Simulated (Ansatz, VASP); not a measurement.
**Bi2Se3 in VASP and in Ansatz**

```xyz
5
Lattice="2.0715 1.1960 9.5453 -2.0715 1.1960 9.5453 0.0000 -2.3920 9.5453" Properties=species:S:1:pos:R:3 pbc="T T T"
Bi    0.0000    0.0000   11.4773
Bi    0.0000    0.0000   17.1587
Se    0.0000    0.0000   22.5738
Se    0.0000    0.0000    6.0622
Se    0.0000    0.0000    0.0000
```

Alike in both runs: functional PBEsol; dispersion D4; k mesh 8 × 8 × 8; occupations fermi-dirac, width 0.02 eV; no spin polarisation.

|  | VASP | Ansatz |
| --- | --- | --- |
| version | VASP 6.6.1 | Ansatz 0.2.0 |
| potentials or method | VASP PAW PBE potentials, release 64 (Bi_d, Se) | Ansatz PAW |
| plane-wave cutoff (eV) | 520 | 420 |
| valence electrons in the cell | 48 | 78 |
| task | single point | band structure |

VASP gave:

```
gap on the k mesh at the Fermi level (eV) : 0.13
least direct gap on the mesh (eV)         : 0.13
pressure (GPa)                            : -1.6
rms of the force components (eV/Å)        : 0.066
```

Q: What did Ansatz give for the same quantities?

A: gap on the k mesh at the Fermi level (eV): 0.14; least direct gap on the mesh (eV): 0.14; pressure (GPa): -1.7; rms of the force components (eV/Å): 0.059.

VASP's potentials were made for PBE, not for PBEsol. Atom by atom the forces differ by 0.008 eV/Å (rms over components). VASP's potentials hold 48 valence electrons a cell and Ansatz's 78, so a difference there can come from the potentials and not from the codes.

Neither program's run includes spin-orbit coupling.
